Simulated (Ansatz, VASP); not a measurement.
**One calculation of W, two programs**

The input INCAR:

```
PREC = Accurate
ENCUT = 520
EDIFF = 1E-7
ISMEAR = 0
SIGMA = 0.05
LREAL = F
LASPH = T
NELM = 80
ALGO = Normal
ISIF = 2
LWAVE = F
LCHARG = T
GGA = PS
LELF = T
LVHAR = T
NBANDS = 13
```

The input KPOINTS:

```
Automatic mesh
0
Gamma
  18 18 18
```

File POSCAR:

```
W
1.0
   -1.5738034095      1.5738034095      1.5738034095
    1.5738034095     -1.5738034095      1.5738034095
    1.5738034095      1.5738034095     -1.5738034095
W
1
Direct
    0.0000000000      0.0000000000      0.0000000000
```

Input for Ansatz:

```yaml
crystal:
  lattice:
    - [-1.5738034095, 1.5738034095, 1.5738034095]
    - [1.5738034095, -1.5738034095, 1.5738034095]
    - [1.5738034095, 1.5738034095, -1.5738034095]
  atoms:
    - { symbol: W, position: [0.0, 0.0, 0.0] }
basis:
  ecutwfc: 420
  ecutrho_ratio: 4
kpoints:
  mp_grid: { grid: [18, 18, 18] }
hamiltonian:
  xc: pbesol
scf:
  occupations: { method: gaussian, width: 0.05 }
output:
  forces: true
  stress: true
  eigenvalues: true
```

Alike in both runs: task single point; functional PBEsol; k mesh 18 × 18 × 18; occupations gaussian, width 0.05 eV; no spin polarisation.

```csv
,VASP,Ansatz
version,VASP 6.6.1,Ansatz 0.2.0
potentials or method,"VASP PAW PBE potentials, release 64 (W_sv), cutoff 520 eV","scalar-relativistic, plane waves, PAW"
valence electrons in the cell,14,14
```

|  | VASP | Ansatz | Ansatz less VASP |
| --- | --- | --- | --- |
| pressure (GPa) | 2.8 | 2.1 | -0.67 |

VASP's potentials were made for PBE, not for PBEsol.

Neither program's run includes spin-orbit coupling.
